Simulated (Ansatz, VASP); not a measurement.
**HC4 in VASP and in Ansatz**

```xyz
10
Lattice="4.9313 0.0000 0.0000 -2.4657 4.2706 0.0000 0.0000 0.0000 18.0000" Properties=species:S:1:pos:R:3 pbc="T T T"
C     1.2328    0.7118    4.0000
C     0.0000    2.8471    4.0000
C     3.6985    0.7118    4.0000
C     2.4657    2.8471    4.0000
C     0.0000    1.4235    4.0000
C    -1.2328    3.5589    4.0000
C     2.4657    1.4235    4.0000
C     1.2328    3.5589    4.0000
H     0.6423    0.7118    5.4100
H     1.8233    0.7118    5.4100
```

Alike in both runs: task single point; functional PBE; dispersion D3(BJ); k mesh 6 × 6 × 1; occupations gaussian, width 0.1 eV; no spin polarisation.

```csv
,VASP,Ansatz
version,VASP 6.6.1,Ansatz 0.2.0
potentials or method,"VASP PAW PBE potentials, release 64 (C, H), cutoff 520 eV","scalar-relativistic, plane waves, PAW"
valence electrons in the cell,34,34
```

Ansatz gave:

| Property | Result |
| --- | --- |
| gap on the k mesh at the Fermi level (eV) | 0.39 |
| least direct gap on the mesh (eV) | 0.73 |
| rms of the force components (eV/Å) | 1.293 |

**Question.** What did VASP give for the same quantities?

**Answer.** gap on the k mesh at the Fermi level (eV): 0.38; least direct gap on the mesh (eV): 0.72; rms of the force components (eV/Å): 1.293.

Atom by atom the forces differ by 0.003 eV/Å (rms over components).
